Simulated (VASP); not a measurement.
# Sn2CO2 in VASP: relaxation of the atoms with PBE+D3(BJ)

Aim: the relaxation of the atoms of Sn2CO2 with PBE+D3(BJ).

All numbers are computed with VASP 6.6.1; they aren't measurements. Logs are shortened: lines on timing, memory, paths and dates and some standing lists are left out, and cuts for length are marked.

## (1) The cell of the first run

The cell holds a slab with vacuum, 5 atoms: a = 3.820 Å, b = 3.820 Å, c = 17.863 Å, α = 90.00°, β = 90.00°, γ = 90.00°.

## (2) Relaxation of the atoms, PBE+D3(BJ), collinear spin

INCAR

```
SYSTEM = Sn2CO2
PREC = Accurate ; ENCUT = 520
EDIFF = 1E-7 ; ISMEAR = 0
SIGMA = 0.05 ; LREAL = .False.
LASPH = .True. ; NELM = 200
ALGO = Normal ; ISIF = 2
LWAVE = .False. ; LCHARG = .False.
ISPIN = 2 ; MAGMOM = 0 0 0 0 2
LORBIT = 11 ; LDIPOL = .True.
IDIPOL = 3 ; DIPOL = 0.5 0.5 0.314
GGA = PE ; IVDW = 12
IBRION = 2 ; NSW = 36
EDIFFG = -0.025 ; GGA_COMPAT = .False.
NELMIN = 4 ; NELMDL = -8
KPAR = 4
```

KPOINTS

```
Automatic mesh
0
Gamma
  7 7 1
  0 0 0
```

POSCAR

```
Sn2CO2
1.0
    3.8201707215      0.0000000000      0.0000000000
    0.0000000000      3.8201707215      0.0000000000
    0.0000000000      0.0000000000     17.8630363687
Sn O C
2 2 1
Selective dynamics
Direct
    0.5000000000      0.0000000000      0.2239260962  F F F
    0.0000000000      0.5000000000      0.3562124735  F F F
    0.0000000000      0.0000000000      0.2900692848  F F F
    0.5000000000      0.5000000000      0.2900692848  F F F
    0.0000000000      1.0000000000      0.4114780131  F F T
```

Potentials or basis: VASP PAW PBE potentials, release 64 (Sn_d, O, C).

Launch:

```
> cat potpaw_PBE.64/Sn_d/POTCAR potpaw_PBE.64/O/POTCAR potpaw_PBE.64/C/POTCAR > POTCAR
> mpirun -np 4 vasp_std > vasp.out
```

OUTCAR:

```text
SYSTEM = Sn2CO2
   PREC = Accurate
   ENCUT = 520
   EDIFF = 1E-7
   ISMEAR = 0
   LREAL = .False.
   LASPH = .True.
   NELM = 200
   ISIF = 2
   ISPIN = 2
   LORBIT = 11
   GGA = PE
   IVDW = 12
   IBRION = 2
   NSW = 36
   EDIFFG = -0.025
   NELMIN = 4
   NELMDL = -8
 IVDW          = 12

 ion  position               nearest neighbor table
   1  0.500  0.000  0.224-   3 2.25   4 2.25   4 2.25   3 2.25   2 3.59   2 3.59   2 3.59   2 3.59

   2  0.000  0.500  0.356-   5 2.15   5 2.15   3 2.25   3 2.25   4 2.25   4 2.25   1 3.59   1 3.59
                             1 3.59   1 3.59
   3  0.000  0.000  0.290-   1 2.25   1 2.25   2 2.25   2 2.25
   4  0.500  0.500  0.290-   1 2.25   1 2.25   2 2.25   2 2.25
   5  0.000  0.000  0.411-   2 2.15   2 2.15

  LATTYP: Found a simple tetragonal cell.
 ALAT       =     3.8201707215
 C/A-ratio  =     4.6759785546

  Lattice vectors:

 A1 = (   3.8201707215,   0.0000000000,   0.0000000000)
 A2 = (   0.0000000000,   3.8201707215,   0.0000000000)
 A3 = (   0.0000000000,   0.0000000000,  17.8630363687)

Analysis of symmetry for initial positions (statically):
=====================================================================
 Subroutine PRICEL returns:
 Original cell was already a primitive cell.

 Routine SETGRP: Setting up the symmetry group for a
 simple tetragonal supercell.

 Subroutine GETGRP returns: Found  4 space group operations
 (whereof  4 operations were pure point group operations)
 out of a pool of 16 trial point group operations.

The static configuration has the point symmetry C_2v.

Analysis of symmetry for dynamics (positions and initial velocities):
=====================================================================
 Subroutine PRICEL returns:
 Original cell was already a primitive cell.

 Routine SETGRP: Setting up the symmetry group for a
 simple tetragonal supercell.

 Subroutine GETGRP returns: Found  4 space group operations
 (whereof  4 operations were pure point group operations)
 out of a pool of 16 trial point group operations.

The dynamic configuration has the point symmetry C_2v.

Analysis of constrained symmetry for selective dynamics:
=====================================================================
 Subroutine PRICEL returns:
 Original cell was already a primitive cell.

 Routine SETGRP: Setting up the symmetry group for a
 simple tetragonal supercell.

 Subroutine GETGRP returns: Found  4 space group operations
 (whereof  4 operations were pure point group operations)
 out of a pool of 16 trial point group operations.

The constrained configuration has the point symmetry C_2v.

Analysis of structural, dynamic, and magnetic symmetry:
=====================================================================
 Subroutine PRICEL returns:
 Original cell was already a primitive cell.

 Routine SETGRP: Setting up the symmetry group for a
 simple tetragonal supercell.

 Subroutine GETGRP returns: Found  4 space group operations
 (whereof  4 operations were pure point group operations)
 out of a pool of 16 trial point group operations.

The overall configuration has the point symmetry C_2v.

 Subroutine INISYM returns: Found  4 space group operations
 (whereof  4 operations are pure point group operations),
 and found     1 'primitive' translations

----------------------------------------------------------------------------------------

                                     Primitive cell

  volume of cell :     260.6879

  direct lattice vectors                    reciprocal lattice vectors
     3.820170721  0.000000000  0.000000000     0.261768406  0.000000000  0.000000000
     0.000000000  3.820170721  0.000000000     0.000000000  0.261768406  0.000000000
     0.000000000  0.000000000 17.863036369     0.000000000  0.000000000  0.055981524

  length of vectors
     3.820170721  3.820170721 17.863036369     0.261768406  0.261768406  0.055981524

  position of ions in fractional coordinates (direct lattice)
     0.500000000  0.000000000  0.223926096
     0.000000000  0.500000000  0.356212474
     0.000000000  0.000000000  0.290069285
     0.500000000  0.500000000  0.290069285
     0.000000000  0.000000000  0.411478013

  ion indices of the primitive-cell ions
[... 36 lines left out ...]
  0.142857  0.000000  0.000000      2.000000
  0.000000  0.142857  0.000000      2.000000
  0.285714  0.000000  0.000000      2.000000
  0.000000  0.285714  0.000000      2.000000
  0.428571  0.000000  0.000000      2.000000
[... 8 lines left out ...]
 -0.285714  0.428571  0.000000      4.000000
  0.428571  0.428571  0.000000      4.000000
   k-points           NKPTS =     16   k-points in BZ     NKDIM =     16   number of bands    NBANDS=     27
   number of dos      NEDOS =    301   number of ions     NIONS =      5
   total plane-waves  NPLWV = 109760
   dimension x,y,z NGX =    28 NGY =   28 NGZ =  140
   dimension x,y,z NGXF=    56 NGYF=   56 NGZF=  280
   ions per type =               2   2   1
   NGX,Y,Z   is equivalent  to a cutoff of  12.19, 12.19, 13.03 a.u.
   NGXF,Y,Z  is equivalent  to a cutoff of  24.37, 24.37, 26.06 a.u.
 SYSTEM =  Sn2CO2
   PREC   = accura    normal or accurate (medium, high low for compatibility)
   ISTART =      0    job   : 0-new  1-cont  2-samecut
   ICHARG =      2    charge: 1-file 2-atom 10-const
   ISPIN  =      2    spin polarized calculation?
   LNONCOLLINEAR =      F non collinear calculations
   LSORBIT =      F    spin-orbit coupling
   LASPH  =      T    aspherical Exc in radial PAW
   ENCUT  =  520.0 eV  38.22 Ry    6.18 a.u.   7.10  7.10 33.21*2*pi/ulx,y,z
   NELM   =    200;   NELMIN=  4; NELMDL= -8     # of ELM steps
   EDIFF  = 0.1E-06   stopping-criterion for ELM
   LREAL  =      F    real-space projection
   EDIFFG = -.3E-01   stopping-criterion for IOM
   NSW    =     36    number of steps for IOM
   IBRION =      2    ionic relax: 0-MD 1-quasi-New 2-CG
   NFREE  =      1    steps in history (QN), initial steepest desc. (CG)
   ISIF   =      2    stress and relaxation
   ISYM   =      2    0-nonsym 1-usesym 2-fastsym
   POTIM  = 0.5000    time-step for ionic-motion
   TEBEG  =    0.0;   TEEND  =   0.0 temperature during run
   PSTRESS=    0.0 pullay stress
   NELECT =      44.0000    total number of electrons
   NUPDOWN=      -1.0000    fix difference up-down
   EMIN   =  10.00;   EMAX   =-10.00  energy-range for DOS
   EFERMI =   0.00;   METHOD = LEGACY
   ISMEAR =     0;   SIGMA  =   0.05  broadening in eV -4-tet -1-fermi 0-gaus
   EFERMI_NEDOS =   21; number of points for ismear=-14 and -15
   IALGO  =     38    algorithm
   IMIX   =      4    mixing-type and parameters
     AMIX     =   0.40;   BMIX     =  1.00
     AMIX_MAG =   1.60;   BMIX_MAG =  1.00
  volume/ion in A,a.u.               =      52.14       351.84
  Fermi-wavevector in a.u.,A,eV,Ry     =   0.904730  1.709691 11.136853  0.818536
  Thomas-Fermi vector in A             =   2.028212
   LORBIT       =     11    0 simple, 1 ext, 2 COOP (PROOUT), +10 PAW based schemes
   GGA     = PE    functional components
   LHFCALC =     F    Hartree Fock is set to
   AEXX    =    0.0000 exact exchange contribution
   IVDW    =    12    specifies the selected vdW correction
   LEPSILON=     F    determine dielectric tensor
   LRPA    =     F    only Hartree local field effects (RPA)
 conjugate gradient relaxation of ions
 spin polarized calculation
 Gauss-broadening in eV      SIGMA  =   0.05
  energy-cutoff  :      520.00
  volume of cell :      260.69
 maximum number of plane-waves:      7046
   NGX = 15   NGY = 15   NGZ = 67

--------------------------------------- Ionic step        1  -------------------------------------------

 number of electron      43.9999985 magnetization       1.2201196

 Free energy of the ion-electron system (eV)
  ---------------------------------------------------
  ext. energy  EPLUGINS =         0.00000000
  ---------------------------------------------------
  free energy    TOTEN  =       -25.90490574 eV

  energy without entropy =      -25.90366422  energy(sigma->0) =      -25.90428498

------------------------ aborting loop because EDIFF is reached ----------------------------------------

 Edisp (eV)   -0.72439

 E8    (eV) :    -0.3130
[... 292 lines left out ...]
--------------------------------------- Ionic step        8  -------------------------------------------

 number of electron      43.9999985 magnetization       1.9999379

 dipolmoment           0.000000      0.000000      0.136401 electrons x Angstroem

 Free energy of the ion-electron system (eV)
  ---------------------------------------------------
  ext. energy  EPLUGINS =         0.00000000
  ---------------------------------------------------
  free energy    TOTEN  =       -26.07104531 eV

  energy without entropy =      -26.06991825  energy(sigma->0) =      -26.07048178

 E-fermi :  -1.4038     XC(G=0):  -3.8994

 val. band max:       -1.4193405860   @ k =   0.2857   0.0000   0.0000
 cond. band min:      -1.3475051721   @ k =   0.4286   0.0000   0.0000
 fundamental gap:      0.0718354139
 Fermi energy:        -1.4038455823

 spin component 1

 k-point     1 :       0.0000    0.0000    0.0000
  band No.  band energies     occupation
      1     -23.4185      1.00000
      2     -23.1323      1.00000
      3     -23.0577      1.00000
      4     -23.0255      1.00000
      5     -23.0216      1.00000
      6     -22.9627      1.00000
[... 469 lines left out ...]
     26       1.9201      0.00000
     27       2.4786      0.00000
 Fermi energy:        -1.4038455823

 spin component 2

 k-point     1 :       0.0000    0.0000    0.0000
  band No.  band energies     occupation
      1     -23.3946      1.00000
      2     -23.1243      1.00000
      3     -23.0522      1.00000
      4     -23.0121      1.00000
      5     -22.9987      1.00000
      6     -22.9479      1.00000
[... 469 lines left out ...]
     26       2.4379      0.00000
     27       2.6631      0.00000

------------------------ aborting loop because EDIFF is reached ----------------------------------------

 vacuum level on the upper side and lower side of the slab       (xc-potential included)         0.821        -0.820

 Edisp (eV)   -0.71028

 E8    (eV) :    -0.3070

  FORCE on cell =-STRESS in cart. coord.  units (eV):
  Direction    XX          YY          ZZ          XY          YZ          ZX
  --------------------------------------------------------------------------------------
  -------------------------------------------------------------------------------------
  Total      -0.88071    -2.50173     1.13650     0.00000     0.00000     0.00000
  in kB      -5.41282   -15.37550     6.98490     0.00000     0.00000     0.00000
  external pressure =       -4.60 kB  Pullay stress =        0.00 kB
[... 20 lines left out ...]
  FREE ENERGIE OF THE ION-ELECTRON SYSTEM (eV)
  ---------------------------------------------------
  free  energy   TOTEN  =       -26.7813225739 eV

  energy  without entropy=      -26.7801955207  energy(sigma->0) =      -26.78075905

 reached required accuracy - stopping structural energy minimisation

 vacuum level on the upper side and lower side of the slab         4.391         2.709

 total charge

# of ion       s       p       d       tot
------------------------------------------
    1        1.277   0.767  10.055  12.098
    2        1.068   0.911  10.143  12.122
    3        1.585   3.418   0.000   5.003
    4        1.578   3.416   0.000   4.993
    5        0.962   1.173   0.000   2.135
--------------------------------------------------
tot          6.469   9.684  20.198  36.351

 magnetization (x)

# of ion       s       p       d       tot
------------------------------------------
    1        0.005   0.018   0.002   0.025
    2       -0.009   0.037   0.023   0.051
    3        0.011   0.096   0.000   0.107
    4        0.001   0.041   0.000   0.042
    5        0.051   0.765   0.000   0.816
--------------------------------------------------
tot          0.058   0.956   0.026   1.040
```

Wall time 7.3 min (4 MPI ranks of Intel Xeon 6975P-C (Granite Rapids), shared host); peak memory 0.53 GiB.

What came out:

```yaml
Free_energy: -26.7813 eV
Energy_gained_by_relaxing: 30.4 meV/atom
Ionic_steps: 8
Band_gap_on_the_k_mesh: zero (filled and empty bands overlap)
Net_moment: 2.00 μB per cell
Site_moments: Sn +0.03, +0.05; O +0.11, +0.04; C +0.82 μB
Valence_electrons_inside_the_program's_atomic_spheres: Sn 12.10, 12.12; O 5.00, 4.99; C 2.13
Dispersion_energy_per_atom: -0.142 eV
```

The path:
| step | energy change (eV) | largest force on free atoms (eV/Å) | pressure (GPa) |
| --- | --- | --- | --- |
| 1 | 0.0000 | 0.8196 | 0.41 |
| 2 | -0.0284 | 0.6261 | 0.19 |
| 3 | -0.1118 | 0.5400 | -0.11 |
| 4 | -0.1371 | 0.1840 | -0.58 |
| 5 | -0.1498 | 0.1628 | -0.55 |
| 6 | -0.1479 | 0.1702 | -0.32 |
| 7 | -0.1518 | 0.0409 | -0.45 |
| 8 | -0.1520 | 0.0168 | -0.46 |

Final structure:
```
Sn O C
1.0
     3.82017    0.00000    0.00000
     0.00000    3.82017    0.00000
     0.00000    0.00000   17.86304
Sn O C
2 2 1
Direct
  0.50000 0.00000 0.22393
  0.00000 0.50000 0.35621
  0.00000 0.00000 0.29007
  0.50000 0.50000 0.29007
  0.00000 0.00000 0.42830
```

Levels at points of the mesh, in eV from the Fermi level:
Spin up:
| k point | band 20 | band 21 | band 22 | band 23 | band 24 | band 25 | band 26 | band 27 |
| --- | --- | --- | --- | --- | --- | --- | --- | --- |
| (0.00, 0.00, 0.00) | -3.03 | -0.95 | -0.83 | -0.57 | 0.63 | 1.89 | 3.37 | 4.10 |
Spin down:
| k point | band 18 | band 19 | band 20 | band 21 | band 22 | band 23 | band 24 | band 25 |
| --- | --- | --- | --- | --- | --- | --- | --- | --- |
| (0.00, 0.00, 0.00) | -3.02 | -3.02 | -2.93 | -0.19 | -0.14 | 1.81 | 1.86 | 2.24 |

Caveat: spin-orbit coupling is left out, which moves the levels of the heavy elements.
